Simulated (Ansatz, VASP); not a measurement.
# Au in VASP and in Ansatz

The input INCAR:

```
PREC     = Accurate       # precision mode
ENCUT    = 520            # plane-wave cutoff, eV
EDIFF    = 1E-7           # SCF threshold, eV
ISMEAR   = 0              # smearing method
SIGMA    = 0.15           # smearing width, eV
LREAL    = F              # projectors in reciprocal space
LASPH    = T              # aspherical terms in the spheres
NELM     = 80             # most SCF steps
ALGO     = Normal         # electronic algorithm
ISIF     = 2              # what is computed and relaxed
LWAVE    = F              # write WAVECAR
LCHARG   = F              # write CHGCAR
GGA      = PS             # functional
NBANDS   = 12             # bands
```

File KPOINTS:

```
Automatic mesh
0
Gamma
  20 20 20
```

The input POSCAR:

```
Au
1.0
    0.0000000000      2.0455000000      1.8818600000
    2.0455000000      0.0000000000      1.8818600000
    2.0455000000      2.0455000000      0.0000000000
Au
1
Direct
    0.0000000000      0.0000000000      0.0000000000
```

Input for Ansatz:

```yaml
crystal:
  lattice:
    - [0.0, 2.0455, 1.88186]
    - [2.0455, 0.0, 1.88186]
    - [2.0455, 2.0455, 0.0]
  atoms:
    - { symbol: Au, position: [0.0, 0.0, 0.0] }
basis:
  ecutwfc: 420
kpoints:
  mp_grid: { grid: [20, 20, 20] }
hamiltonian:
  xc: pbesol
scf:
  occupations: { method: gaussian, width: 0.15 }
output:
  forces: true
  stress: true
  eigenvalues: true
```

Change from the starting cell: strain +0.000 along x and y, -0.080 along z, atoms carried along.

Alike in both runs: task single point; functional PBEsol; k mesh 20 × 20 × 20; occupations gaussian, width 0.15 eV; no spin polarisation.

|  | VASP | Ansatz |
| --- | --- | --- |
| version | VASP 6.6.1 | Ansatz 0.2.0 |
| potentials or method | VASP PAW PBE potentials, release 64 (Au), cutoff 520 eV | scalar-relativistic, plane waves, PAW |
| valence electrons in the cell | 11 | 19 |

Ansatz gave:

```
gap on the k mesh at the Fermi level (eV)                     : none
pressure (GPa)                                                : 17.1
traceless stress, the component that is largest in VASP (GPa) : 1.36
```

Question: What did VASP give for the same quantities?

Answer: gap on the k mesh at the Fermi level (eV): none; pressure (GPa): 16.7; traceless stress, the component that is largest in VASP (GPa): 1.38.

VASP's potentials were made for PBE, not for PBEsol. A gap of «none» marks a metal or a gap that the smearing closes. With one functional, cell and mesh, what is left measures potentials, basis and numerics. VASP's potentials hold 11 valence electrons a cell and Ansatz's 19, so a difference there can come from the potentials and not from the codes.

Neither program's run includes spin-orbit coupling.
